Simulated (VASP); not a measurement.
Input of a VASP 6.6.1 run:

File INCAR:

```
SYSTEM = C
PREC = Accurate ; ENCUT = 520
EDIFF = 1E-7 ; ISMEAR = 0
SIGMA = 0.02 ; LREAL = .FALSE.
LASPH = .TRUE. ; NELM = 80
ALGO = Normal ; ISIF = 2
LWAVE = .FALSE. ; LCHARG = .TRUE.
GGA = PE ; LELF = .TRUE.
LVHAR = .TRUE. ; NBANDS = 36
```

The input KPOINTS:

```
regular mesh
0
G
  12 12 2
  0 0 0
```

Contents of POSCAR:

```
C
1.0
    2.4688890780      0.0000000000      0.0000000000
   -1.2344445390      2.1381206606      0.0000000000
    0.0000000000      0.0000000000     12.1765236168
C
12
Direct
    0.0000000000      0.0000000000      0.1869204609
    0.0000000000      0.0000000000      0.6869204609
    0.0000000000      0.0000000000      0.3130795391
    0.0000000000      0.0000000000      0.8130795391
    0.3333333333      0.6666666667      0.5207777504
    0.6666666667      0.3333333333      0.0207777504
    0.3333333333      0.6666666667      0.9792222496
    0.6666666667      0.3333333333      0.4792222496
    0.3333333333      0.6666666667      0.6450818849
    0.6666666667      0.3333333333      0.1450818849
    0.3333333333      0.6666666667      0.8549181151
    0.6666666667      0.3333333333      0.3549181151
```

Potentials or basis: VASP PAW PBE potentials, release 64 (C).

Command:

```sh
$ cat potpaw_PBE.64/C/POTCAR > POTCAR
$ mpirun -np 1 vasp_std > vasp.out
```

(1) Estimate the largest force.

(2) Predict the pressure.

(3) Predict the band gap on the k mesh.

## Answers

(1) 0.005 eV/Å.

(2) 31.0 GPa.

(3) 4.60 eV, indirect (least direct gap 5.51 eV).
